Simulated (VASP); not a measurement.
# Sr3Mo (Pm-3n) in VASP: a series of runs

Runs on Sr3Mo. Level: PBE. Tasks: single point, relaxation of cell and atoms.

Program: VASP 6.6.1. These are calculated values, not measurements. Logs are shortened: lines on timing, memory, paths and dates and some standing lists are left out, and cuts for length are marked.

### Step 1. The cell of the first run

Symmetry: Pm-3n, No. 223, cubic system. The conventional cell has a = 6.586 Å, b = 6.586 Å, c = 6.586 Å, α = 90.00°, β = 90.00°, γ = 90.00°. Sr (site symmetry -4m2) has 10 Sr at 3.29 to 4.03 Å and 4 Mo at 3.68 Å within 4.3 Å. Mo (site symmetry m-3) has 12 Sr at 3.68 Å within 4.8 Å.

The cell was generated, and may not be a known phase.

### Step 2. Single point, PBE

INCAR

```
  PREC = Accurate
  ENCUT = 500
  EDIFF = 1E-6
  ISMEAR = 0
  SIGMA = 0.1
  LREAL = False
  LASPH = True
  NELM = 120
  ALGO = Normal
  ISIF = 2
  LWAVE = False
  LCHARG = False
  GGA = PE
  NBANDS = 54
  GGA_COMPAT = False
```

KPOINTS

```
Automatic mesh
0
Gamma
  4 4 4
```

POSCAR

```
Sr3Mo
1.0
    6.5856478728      0.0000000000      0.0000000000
    0.0000000000      6.5856478728      0.0000000000
    0.0000000000      0.0000000000      6.5856478728
Sr Mo
6 2
Direct
    0.0000000000      0.2500000000      0.5000000000
    0.0000000000      0.7500000000      0.5000000000
    0.2500000000      0.5000000000      0.0000000000
    0.7500000000      0.5000000000      0.0000000000
    0.5000000000      0.0000000000      0.2500000000
    0.5000000000      0.0000000000      0.7500000000
    0.5000000000      0.5000000000      0.5000000000
    0.0000000000      0.0000000000      0.0000000000
```

Potentials or basis: VASP PAW PBE potentials, release 64 (Sr_sv, Mo_sv).

On the command line:

```console
$ cat potpaw_PBE.64/Sr_sv/POTCAR potpaw_PBE.64/Mo_sv/POTCAR > POTCAR
$ mpirun -np 1 vasp_std > vasp.out
```

OUTCAR:

```text
PREC = Accurate
   ENCUT = 500
   EDIFF = 1E-6
   ISMEAR = 0
   LREAL = False
   LASPH = True
   NELM = 120
   ISIF = 2
   GGA = PE

 ion  position               nearest neighbor table
   1  0.000  0.250  0.500-   2 3.29   2 3.29   8 3.68   8 3.68   7 3.68   7 3.68   4 4.03   3 4.03
                             4 4.03   5 4.03   6 4.03   5 4.03   6 4.03   3 4.03
   2  0.000  0.750  0.500-   1 3.29   1 3.29   8 3.68   8 3.68   7 3.68   7 3.68   4 4.03   3 4.03
                             4 4.03   5 4.03   6 4.03   5 4.03   6 4.03   3 4.03
   3  0.250  0.500  0.000-   4 3.29   4 3.29   8 3.68   7 3.68   8 3.68   7 3.68   1 4.03   1 4.03
                             2 4.03   5 4.03   5 4.03   6 4.03   6 4.03   2 4.03
   4  0.750  0.500  0.000-   3 3.29   3 3.29   8 3.68   7 3.68   8 3.68   7 3.68   1 4.03   1 4.03
                             2 4.03   5 4.03   5 4.03   6 4.03   6 4.03   2 4.03
   5  0.500  0.000  0.250-   6 3.29   6 3.29   8 3.68   7 3.68   7 3.68   8 3.68   3 4.03   4 4.03
                             3 4.03   4 4.03   1 4.03   1 4.03   2 4.03   2 4.03
   6  0.500  0.000  0.750-   5 3.29   5 3.29   8 3.68   7 3.68   7 3.68   8 3.68   3 4.03   4 4.03
                             3 4.03   4 4.03   1 4.03   1 4.03   2 4.03   2 4.03
   7  0.500  0.500  0.500-   1 3.68   2 3.68   3 3.68   4 3.68   5 3.68   6 3.68   3 3.68   4 3.68
                             5 3.68   6 3.68   1 3.68   2 3.68
   8  0.000  0.000  0.000-   1 3.68   2 3.68   3 3.68   4 3.68   5 3.68   6 3.68   1 3.68   2 3.68
                             3 3.68   4 3.68   5 3.68   6 3.68

  LATTYP: Found a simple cubic cell.
 ALAT       =     6.5856478728

  Lattice vectors:

 A1 = (   6.5856478728,   0.0000000000,   0.0000000000)
 A2 = (   0.0000000000,   6.5856478728,   0.0000000000)
 A3 = (   0.0000000000,   0.0000000000,   6.5856478728)

Analysis of symmetry for initial positions (statically):
=====================================================================
 Subroutine PRICEL returns:
 Original cell was already a primitive cell.

 Routine SETGRP: Setting up the symmetry group for a
 simple cubic supercell.

 Subroutine GETGRP returns: Found 48 space group operations
 (whereof 24 operations were pure point group operations)
 out of a pool of 48 trial point group operations.

The static configuration has the point symmetry T_h .
 The point group associated with its full space group is O_h .

Analysis of symmetry for dynamics (positions and initial velocities):
=====================================================================
 Subroutine PRICEL returns:
 Original cell was already a primitive cell.

 Routine SETGRP: Setting up the symmetry group for a
 simple cubic supercell.

 Subroutine GETGRP returns: Found 48 space group operations
[... 111 lines left out ...]
   PSTRESS=    0.0 pullay stress
   NELECT =      88.0000    total number of electrons
   NUPDOWN=      -1.0000    fix difference up-down
   EMIN   =  10.00;   EMAX   =-10.00  energy-range for DOS
   EFERMI =   0.00;   METHOD = LEGACY
   ISMEAR =     0;   SIGMA  =   0.10  broadening in eV -4-tet -1-fermi 0-gaus
   EFERMI_NEDOS =   21; number of points for ismear=-14 and -15
   IALGO  =     38    algorithm
   IMIX   =      4    mixing-type and parameters
     AMIX     =   0.40;   BMIX     =  1.00
     AMIX_MAG =   1.60;   BMIX_MAG =  1.00
  volume/ion in A,a.u.               =      35.70       240.94
  Fermi-wavevector in a.u.,A,eV,Ry     =   1.105700  2.089470 16.634101  1.222572
  Thomas-Fermi vector in A             =   2.242190
   LORBIT       =      0    0 simple, 1 ext, 2 COOP (PROOUT), +10 PAW based schemes
   GGA     = PE    functional components
   LHFCALC =     F    Hartree Fock is set to
   AEXX    =    0.0000 exact exchange contribution
   IVDW    =     0    specifies the selected vdW correction
   LEPSILON=     F    determine dielectric tensor
   LRPA    =     F    only Hartree local field effects (RPA)
 non-spin polarized calculation
 Gauss-broadening in eV      SIGMA  =   0.10
  energy-cutoff  :      500.00
  volume of cell :      285.62
 maximum number of plane-waves:      7275
   NGX = 25   NGY = 25   NGZ = 25

 number of electron      87.9999992 magnetization

 Free energy of the ion-electron system (eV)
  ---------------------------------------------------
  ext. energy  EPLUGINS =         0.00000000
  ---------------------------------------------------
  free energy    TOTEN  =       -23.20453138 eV

  energy without entropy =      -23.10807190  energy(sigma->0) =      -23.15630164

 E-fermi :   3.0984     XC(G=0):  -8.8579

 val. band max:        3.0965989542   @ k =   0.0000   0.0000   0.0000
 cond. band min:       3.1019293793   @ k =   0.5000   0.5000   0.0000
 fundamental gap:      0.0053304251
 Fermi energy:         3.0984317083

 k-point     1 :       0.0000    0.0000    0.0000
  band No.  band energies     occupation
      1     -57.1095      2.00000
      2     -57.1095      2.00000
      3     -32.5978      2.00000
      4     -32.5663      2.00000
      5     -32.5663      2.00000
      6     -32.4629      2.00000
[... 559 lines left out ...]
     53       4.7802      0.00000
     54       4.7802      0.00000

------------------------ aborting loop because EDIFF is reached ----------------------------------------

  FORCE on cell =-STRESS in cart. coord.  units (eV):
  Direction    XX          YY          ZZ          XY          YZ          ZX
  --------------------------------------------------------------------------------------
  -------------------------------------------------------------------------------------
  Total        0.6210973      0.6210973      0.6210973     -0.0000000     -0.0000000     -0.0000000
  in kB        3.4839722      3.4839722      3.4839722     -0.0000000     -0.0000000     -0.0000000
  external PRESSURE =       3.4839722 kB  Pullay stress =       0.0000000 kB

 VOLUME and BASIS-vectors are now :
 -----------------------------------------------------------------------------
  energy-cutoff  :      500.00
  volume of cell :      285.62
      direct lattice vectors                 reciprocal lattice vectors
     6.585647873  0.000000000  0.000000000     0.151845349  0.000000000  0.000000000
     0.000000000  6.585647873  0.000000000     0.000000000  0.151845349  0.000000000
     0.000000000  0.000000000  6.585647873     0.000000000  0.000000000  0.151845349

 POSITION                                       TOTAL-FORCE (eV/Angst)
 -----------------------------------------------------------------------------------
      0.00000      1.64641      3.29282         0.000000      0.000000      0.000000
      0.00000      4.93924      3.29282        -0.000000      0.000000     -0.000000
      1.64641      3.29282      0.00000        -0.000000     -0.000000     -0.000000
      4.93924      3.29282      0.00000         0.000000     -0.000000      0.000000
      3.29282      0.00000      1.64641         0.000000      0.000000     -0.000000
      3.29282      0.00000      4.93924        -0.000000      0.000000      0.000000
      3.29282      3.29282      3.29282         0.000000      0.000000      0.000000
      0.00000      0.00000      0.00000         0.000000      0.000000      0.000000
 -----------------------------------------------------------------------------------
    total drift:                                0.000000      0.000000     -0.000000

  FREE ENERGIE OF THE ION-ELECTRON SYSTEM (eV)
  ---------------------------------------------------
  free  energy   TOTEN  =       -23.2045313812 eV

  energy  without entropy=      -23.1080718972  energy(sigma->0) =      -23.15630164
```

stdout:

```text
POSCAR found type information on POSCAR SrMo
 POSCAR found :  2 types and       8 ions
 scaLAPACK will be used
 LDA part: xc-table for (Slater+PW92), standard interpolation
 POSCAR, INCAR and KPOINTS ok, starting setup
 FFT: planning ... GRIDC
 FFT: planning ... GRID_SOFT
 FFT: planning ... GRID
 WAVECAR not read
 entering main loop
```

It took 4.2 min on 1 thread of Intel Xeon Platinum 8259CL at 2.50GHz (Skylake/Cascade Lake), shared host; peak memory 0.39 GiB.

What came out:

```yaml
Free_energy: -23.2045 eV
Pressure: 0.3 GPa
Band_gap_on_the_k_mesh: zero (bands 44 and 45 overlap by 0.15 eV)
```

### Step 3. Relaxation of cell and atoms, PBE

This run uses another cell than the first one, of 29.39 Å³/atom.

INCAR

```
PREC = Accurate ; ENCUT = 500
EDIFF = 1E-7 ; ISMEAR = 0
SIGMA = 0.1 ; LREAL = F
LASPH = T ; NELM = 120
ALGO = Normal ; ISIF = 3
LWAVE = F ; LCHARG = F
GGA = PE ; IBRION = 2
NSW = 90 ; EDIFFG = -0.04
GGA_COMPAT = F ; NELMIN = 4
```

KPOINTS is that of step 2.

POSCAR, as its differences from that of step 2:

```diff
@@ -2,5 +2,5 @@
 1.0
-    6.5856478728      0.0000000000      0.0000000000
-    0.0000000000      6.5856478728      0.0000000000
-    0.0000000000      0.0000000000      6.5856478728
+    6.1723491000      0.0000000000      0.0000000000
+    0.0000000000      6.1723491000      0.0000000000
+    0.0000000000      0.0000000000      6.1723491000
 Sr Mo
```

Potentials or basis: VASP PAW PBE potentials, release 64 (Sr_sv, Mo_sv).

On the command line:

```console
$ cat potpaw_PBE.64/Sr_sv/POTCAR potpaw_PBE.64/Mo_sv/POTCAR > POTCAR
$ mpirun -np 1 vasp_std > vasp.out
```

Run time: 10 min. Hardware: 1 thread of Intel Xeon Platinum 8259CL at 2.50GHz (Skylake/Cascade Lake), shared host; peak memory 0.38 GiB.

The run converged. Its results:

- Free energy: -23.1940 eV
- Relaxed volume: 36.33 Å³/atom
- Relaxed cell: a = 6.624 Å, b = 6.624 Å, c = 6.624 Å, α = 90.00°, β = 90.00°, γ = 90.00°
- Space group after relaxing (to 0.1 Å): Pm-3n (No. 223)
- Energy gained by relaxing: 120.2 meV/atom
- Ionic steps: 3
- Pressure after relaxing: -0.1 GPa
- Band gap on the k mesh: zero (bands 44 and 45 overlap by 0.14 eV)

The path:
```tsv
step	energy change (eV)	largest force (eV/Å)	pressure (GPa)	volume (Å³)
1	0.0000	0.0000	6.56	235.15
2	-0.9326	0.0000	0.91	278.54
3	-0.9615	0.0000	-0.12	290.63
```

Final structure:
```xyz
8
Lattice="6.6239 0.0000 0.0000 0.0000 6.6239 0.0000 0.0000 0.0000 6.6239" Properties=species:S:1:pos:R:3 pbc="T T T"
Sr    0.0000    1.6560    3.3120
Sr    0.0000    4.9679    3.3120
Sr    1.6560    3.3120    0.0000
Sr    4.9679    3.3120    0.0000
Sr    3.3120    0.0000    1.6560
Sr    3.3120    6.6239    4.9679
Mo    3.3120    3.3120    3.3120
Mo    0.0000    6.6239    0.0000
```

Levels at points of the mesh, in eV from the Fermi level:
| k point | band 42 | band 43 | band 44 | band 45 | band 46 | band 47 |
| --- | --- | --- | --- | --- | --- | --- |
| (0.00, 0.00, 0.00) | 0.00 | 0.00 | 0.00 | 0.26 | 0.26 | 0.46 |
| (0.50, 0.00, 0.00) | -0.17 | -0.13 | -0.13 | 0.21 | 0.21 | 0.58 |
| (0.50, 0.50, 0.00) | -0.25 | -0.07 | -0.07 | 0.01 | 0.21 | 0.85 |
| (0.50, 0.50, 0.50) | -0.23 | -0.23 | -0.23 | 0.50 | 0.50 | 0.50 |

Caveat: the volume moved by over 15 % at a fixed basis, so the end points are rough.
